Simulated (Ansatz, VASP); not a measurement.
# One calculation of Ta2H, two programs

```
H Ta
1.0
     3.37244    0.00000    0.00000
     0.00000    3.37244    0.00000
     0.00000    0.00000    3.41011
H Ta
1 2
Direct
  0.00000 0.00000 0.00000
  0.50000 0.00000 0.74132
  0.00000 0.50000 0.25868
```

Alike in both runs: task single point; functional PBEsol; k mesh 8 × 8 × 8; occupations gaussian, width 0.05 eV; non-collinear spin, spin-orbit coupling.

```csv
,VASP,Ansatz
version,VASP 6.6.1,Ansatz 0.2.0
potentials or method,"VASP PAW PBE potentials, release 64 (H, Ta_pv), cutoff 520 eV","plane waves, PAW"
valence electrons in the cell,23,27
```

```tsv
	VASP	Ansatz	Ansatz less VASP
pressure (GPa)	-4.2	-4.5	-0.33
traceless stress, the component that is largest in VASP (GPa)	-0.76	-0.50	+0.260
rms of the force components (eV/Å)	0.033	0.025	-0.0079
```

VASP's potentials were made for PBE, not for PBEsol. Atom by atom the forces differ by 0.008 eV/Å (rms over components). With one functional, cell and mesh, what is left measures potentials, basis and numerics. VASP's potentials hold 23 valence electrons a cell and Ansatz's 27, so a difference there can come from the potentials and not from the codes.
